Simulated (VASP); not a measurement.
# TiAl (Pm-3m) in VASP: single point with r2SCAN

Aim: the single point of TiAl with r2SCAN.

Everything below comes from runs of VASP 6.6.1. Logs are shortened: lines on timing, memory, paths and dates and some standing lists are left out, and cuts for length are marked.

## (1) The cell of the first run

It takes space group Pm-3m (No. 221, cubic). The conventional cell has a = 3.095 Å, b = 3.095 Å, c = 3.095 Å, α = 90.00°, β = 90.00°, γ = 90.00°. Within 3.5 Å of Al (site symmetry m-3m) lie 8 Ti at 2.68 Å and 6 Al at 3.10 Å. Within 3.5 Å of Ti (site symmetry m-3m) lie 8 Al at 2.68 Å and 6 Ti at 3.10 Å.

## (2) Single point, r2SCAN

POSCAR

```
TiAl
1.0
    3.0953600000      0.0000000000      0.0000000000
    0.0000000000      3.0953600000      0.0000000000
    0.0000000000      0.0000000000      3.0953600000
Al Ti
1 1
Direct
    0.0000000000      0.0000000000      0.0000000000
    0.5000000000      0.5000000000      0.5000000000
```

INCAR.step1

```
ALGO = Normal
EDIFF = 1E-5
ENCUT = 550
GGA = PE
GGA_COMPAT = F
ISMEAR = -1
LASPH = T
LCHARG = F
LREAL = F
LWAVE = T
NBANDS = 14
NELM = 120
PREC = Accurate
SIGMA = 0.1
```

INCAR.step2

```
ALGO = Normal
EDIFF = 1E-6
ENCUT = 550
GGA_COMPAT = F
ISIF = 2
ISMEAR = -1
ISTART = 1
LASPH = T
LCHARG = F
LMIXTAU = T
LREAL = F
LWAVE = F
METAGGA = R2SCAN
NBANDS = 14
NELM = 120
PREC = Accurate
SIGMA = 0.1
```

KPOINTS

```
k-points
0
Gamma
  11 11 11
```

Potentials or basis: VASP PAW PBE potentials, release 64 (Al, Ti_sv).

The run is started by

```bash
> cat potpaw_PBE.64/Al/POTCAR potpaw_PBE.64/Ti_sv/POTCAR > POTCAR
> cp INCAR.step1 INCAR
> mpirun -np 1 vasp_std > vasp.out
> cp INCAR.step2 INCAR
> mpirun -np 1 vasp_std > vasp.out
```

OUTCAR:

```text
EDIFF = 1E-6
   ENCUT = 550
   ISIF = 2
   ISMEAR = -1
   ISTART = 1
   LASPH = T
   LREAL = F
   METAGGA = R2SCAN
   NELM = 120
   PREC = Accurate

 ion  position               nearest neighbor table
   1  0.000  0.000  0.000-   2 2.68   2 2.68   2 2.68   2 2.68   2 2.68   2 2.68   2 2.68   2 2.68

   2  0.500  0.500  0.500-   1 2.68   1 2.68   1 2.68   1 2.68   1 2.68   1 2.68   1 2.68   1 2.68

  LATTYP: Found a simple cubic cell.
 ALAT       =     3.0953600000

  Lattice vectors:

 A1 = (   3.0953600000,   0.0000000000,   0.0000000000)
 A2 = (   0.0000000000,   3.0953600000,   0.0000000000)
 A3 = (   0.0000000000,   0.0000000000,   3.0953600000)

Analysis of symmetry for initial positions (statically):
=====================================================================
 Subroutine PRICEL returns:
 Original cell was already a primitive cell.

 Routine SETGRP: Setting up the symmetry group for a
 simple cubic supercell.

 Subroutine GETGRP returns: Found 48 space group operations
 (whereof 48 operations were pure point group operations)
 out of a pool of 48 trial point group operations.

The static configuration has the point symmetry O_h .

Analysis of symmetry for dynamics (positions and initial velocities):
=====================================================================
 Subroutine PRICEL returns:
 Original cell was already a primitive cell.

 Routine SETGRP: Setting up the symmetry group for a
 simple cubic supercell.

 Subroutine GETGRP returns: Found 48 space group operations
 (whereof 48 operations were pure point group operations)
 out of a pool of 48 trial point group operations.

The dynamic configuration has the point symmetry O_h .

 Subroutine INISYM returns: Found 48 space group operations
 (whereof 48 operations are pure point group operations),
 and found     1 'primitive' translations

----------------------------------------------------------------------------------------

                                     Primitive cell

  volume of cell :      29.6574

  direct lattice vectors                    reciprocal lattice vectors
     3.095360000  0.000000000  0.000000000     0.323064199  0.000000000  0.000000000
     0.000000000  3.095360000  0.000000000     0.000000000  0.323064199  0.000000000
     0.000000000  0.000000000  3.095360000     0.000000000  0.000000000  0.323064199

  length of vectors
     3.095360000  3.095360000  3.095360000     0.323064199  0.323064199  0.323064199

  position of ions in fractional coordinates (direct lattice)
     0.000000000  0.000000000  0.000000000
     0.500000000  0.500000000  0.500000000

  ion indices of the primitive-cell ions
   primitive index   ion index
                 1           1
                 2           2

----------------------------------------------------------------------------------------

 KPOINTS: k-points

Automatic generation of k-mesh.
 Grid dimensions read from file:
 generate k-points for:   11   11   11

 Generating k-lattice:

  Cartesian coordinates                     Fractional coordinates (reciprocal lattice)
     0.029369473  0.000000000  0.000000000     0.090909091  0.000000000  0.000000000
     0.000000000  0.029369473  0.000000000     0.000000000  0.090909091  0.000000000
     0.000000000  0.000000000  0.029369473     0.000000000  0.000000000  0.090909091

  Length of vectors
     0.029369473  0.029369473  0.029369473

  Shift w.r.t. Gamma in fractional coordinates (k-lattice)
     0.000000000  0.000000000  0.000000000

 Subroutine IBZKPT returns following result:
 ===========================================

 Found     56 irreducible k-points:

 Following reciprocal coordinates:
            Coordinates               Weight
  0.000000  0.000000  0.000000      1.000000
  0.090909  0.000000  0.000000      6.000000
  0.181818  0.000000  0.000000      6.000000
  0.272727  0.000000  0.000000      6.000000
  0.363636  0.000000  0.000000      6.000000
  0.454545  0.000000  0.000000      6.000000
[... 16 lines left out ...]
  0.181818  0.090909  0.090909     24.000000
  0.272727  0.090909  0.090909     24.000000
 [... further k-points ...]
   k-points           NKPTS =     56   k-points in BZ     NKDIM =     56   number of bands    NBANDS=     14
   number of dos      NEDOS =    301   number of ions     NIONS =      2
   total plane-waves  NPLWV =  13824
   dimension x,y,z NGX =    24 NGY =   24 NGZ =   24
   dimension x,y,z NGXF=    48 NGYF=   48 NGZF=   48
   ions per type =               1   1
   NGX,Y,Z   is equivalent  to a cutoff of  12.89, 12.89, 12.89 a.u.
   NGXF,Y,Z  is equivalent  to a cutoff of  25.78, 25.78, 25.78 a.u.
 SYSTEM =  unknown system
   PREC   = accura    normal or accurate (medium, high low for compatibility)
   ISTART =      1    job   : 0-new  1-cont  2-samecut
   ICHARG =      0    charge: 1-file 2-atom 10-const
   ISPIN  =      1    spin polarized calculation?
   LNONCOLLINEAR =      F non collinear calculations
   LSORBIT =      F    spin-orbit coupling
   LASPH  =      T    aspherical Exc in radial PAW
   ENCUT  =  550.0 eV  40.42 Ry    6.36 a.u.   5.92  5.92  5.92*2*pi/ulx,y,z
   NELM   =    120;   NELMIN=  2; NELMDL=  0     # of ELM steps
   EDIFF  = 0.1E-05   stopping-criterion for ELM
   LREAL  =      F    real-space projection
   EDIFFG = 0.1E-04   stopping-criterion for IOM
   NSW    =      0    number of steps for IOM
   IBRION =     -1    ionic relax: 0-MD 1-quasi-New 2-CG
   NFREE  =      0    steps in history (QN), initial steepest desc. (CG)
   ISIF   =      2    stress and relaxation
   ISYM   =      2    0-nonsym 1-usesym 2-fastsym
   POTIM  = 0.5000    time-step for ionic-motion
   TEBEG  =    0.0;   TEEND  =   0.0 temperature during run
   PSTRESS=    0.0 pullay stress
   NELECT =      15.0000    total number of electrons
   NUPDOWN=      -1.0000    fix difference up-down
   EMIN   =  10.00;   EMAX   =-10.00  energy-range for DOS
   EFERMI =   0.00;   METHOD = LEGACY
   ISMEAR =    -1;   SIGMA  =   0.10  broadening in eV -4-tet -1-fermi 0-gaus
   EFERMI_NEDOS =   21; number of points for ismear=-14 and -15
   IALGO  =     38    algorithm
   IMIX   =      4    mixing-type and parameters
     AMIX     =   0.40;   BMIX     =  1.00
     AMIX_MAG =   1.60;   BMIX_MAG =  1.00
  volume/ion in A,a.u.               =      14.83       100.07
  Fermi-wavevector in a.u.,A,eV,Ry     =   1.304350  2.464864 23.147979  1.701328
  Thomas-Fermi vector in A             =   2.435291
   LORBIT       =      0    0 simple, 1 ext, 2 COOP (PROOUT), +10 PAW based schemes
   METAGGA = R2SCAN    functional components
   LHFCALC =     F    Hartree Fock is set to
   AEXX    =    0.0000 exact exchange contribution
   IVDW    =     0    specifies the selected vdW correction
   LEPSILON=     F    determine dielectric tensor
   LRPA    =     F    only Hartree local field effects (RPA)
 non-spin polarized calculation
  energy-cutoff  :      550.00
  volume of cell :       29.66
 maximum number of plane-waves:       895
 NGX is ok and might be reduce to    24
   NGX = 11   NGY = 11   NGZ = 11

 number of electron      15.0000005 magnetization

 Free energy of the ion-electron system (eV)
  ---------------------------------------------------
  ext. energy  EPLUGINS =         0.00000000
  ---------------------------------------------------
  free energy    TOTEN  =       -20.26891975 eV

  energy without entropy =      -20.21215696  energy(sigma->0) =      -20.24053836

 E-fermi :   9.7223     XC(G=0): -12.2745

 val. band max:        9.7062580966   @ k =   0.3636   0.1818   0.1818
 cond. band min:       9.7377189963   @ k =   0.2727   0.2727   0.0000
 fundamental gap:      0.0314608997
 Fermi energy:         9.7222540319

 k-point     1 :       0.0000    0.0000    0.0000
  band No.  band energies     occupation
      1     -49.3871      2.00000
      2     -24.5353      2.00000
      3     -24.5353      2.00000
      4     -24.5353      2.00000
      5      -0.5172      2.00000
      6       7.8777      2.00000
      7       7.8777      2.00000
      8      11.9554      0.00000
      9      11.9554      0.00000
     10      11.9554      0.00000
     11      14.7532      0.00000
     12      14.7532      0.00000
     13      14.7532      0.00000
     14      19.2605      0.00000

 k-point     2 :       0.0909    0.0000    0.0000
  band No.  band energies     occupation
      1     -49.3852      2.00000
      2     -24.5552      2.00000
      3     -24.5336      2.00000
      4     -24.5336      2.00000
      5      -0.3690      2.00000
      6       7.8067      2.00000
      7       7.9483      2.00000
      8      11.6897      0.00000
      9      11.6897      0.00000
     10      11.9741      0.00000
     11      14.1874      0.00000
     12      15.1202      0.00000
     13      15.1202      0.00000
     14      19.0427      0.00000

 k-point     3 :       0.1818    0.0000    0.0000
  band No.  band energies     occupation
      1     -49.3803      2.00000
      2     -24.6084      2.00000
      3     -24.5290      2.00000
      4     -24.5290      2.00000
      5       0.0680      2.00000
      6       7.4764      2.00000
      7       8.1478      2.00000
      8      11.1536      0.00000
      9      11.1536      0.00000
     10      12.0249      0.00000
     11      13.3049      0.00000
     12      15.9680      0.00000
     13      15.9680      0.00000
     14      18.4548      0.00000
[... 324 lines left out ...]
 k-point    23 :       0.1818    0.0909    0.0909
  band No.  band energies     occupation
      1     -49.3767      2.00000
      2     -24.6044      2.00000
      3     -24.5478      2.00000
      4     -24.5456      2.00000
      5       0.3495      2.00000
      6       7.6172      2.00000
      7       8.0865      2.00000
      8      10.7521      0.00007
      9      10.9823      0.00001
     10      11.6077      0.00000
     11      13.8180      0.00000
     12      15.4567      0.00000
     13      15.6884      0.00000
     14      19.5115      0.00000

 k-point    24 :       0.2727    0.0909    0.0909
  band No.  band energies     occupation
      1     -49.3703      2.00000
      2     -24.6727      2.00000
      3     -24.5413      2.00000
      4     -24.5393      2.00000
      5       1.0357      2.00000
      6       6.8656      2.00000
      7       8.3755      2.00000
      8      10.4065      0.00213
      9      10.4234      0.00180
     10      11.7027      0.00000
     11      13.2222      0.00000
     12      16.2204      0.00000
     13      16.5120      0.00000
     14      19.0210      0.00000

 [... further k-points ...]

------------------------ aborting loop because EDIFF is reached ----------------------------------------

  FORCE on cell =-STRESS in cart. coord.  units (eV):
  Direction    XX          YY          ZZ          XY          YZ          ZX
  --------------------------------------------------------------------------------------
  -------------------------------------------------------------------------------------
  Total        1.9258792      1.9258792      1.9258792     -0.0000000     -0.0000000      0.0000000
  in kB      104.0413881    104.0413881    104.0413881     -0.0000000     -0.0000000      0.0000000
  external PRESSURE =     104.0413881 kB  Pullay stress =       0.0000000 kB

 VOLUME and BASIS-vectors are now :
 -----------------------------------------------------------------------------
  energy-cutoff  :      550.00
  volume of cell :       29.66
      direct lattice vectors                 reciprocal lattice vectors
     3.095360000  0.000000000  0.000000000     0.323064199  0.000000000  0.000000000
     0.000000000  3.095360000  0.000000000     0.000000000  0.323064199  0.000000000
     0.000000000  0.000000000  3.095360000     0.000000000  0.000000000  0.323064199

 POSITION                                       TOTAL-FORCE (eV/Angst)
 -----------------------------------------------------------------------------------
      0.00000      0.00000      0.00000         0.000000      0.000000      0.000000
      1.54768      1.54768      1.54768         0.000000      0.000000      0.000000
 -----------------------------------------------------------------------------------
    total drift:                                0.000000     -0.000000     -0.000000

  FREE ENERGIE OF THE ION-ELECTRON SYSTEM (eV)
  ---------------------------------------------------
  free  energy   TOTEN  =       -20.2689197543 eV

  energy  without entropy=      -20.2121569609  energy(sigma->0) =      -20.24053836
```

Run time: 39 s. Hardware: 1 thread of Intel Xeon Platinum 8375C at 2.90GHz (Ice Lake), shared host; peak memory 0.16 GiB.

What came out:

```
Free energy            : -20.2689 eV
Pressure               : 10.4 GPa
Band gap on the k mesh : zero (an odd number of electrons rules out a gap without spin polarisation)
```

Caveat: the cell stands under pressure; the PAW data sets were made with another functional, which shifts forces and pressure a little.

The gap in the log of VASP goes by the Fermi energy; the results here count the filled bands.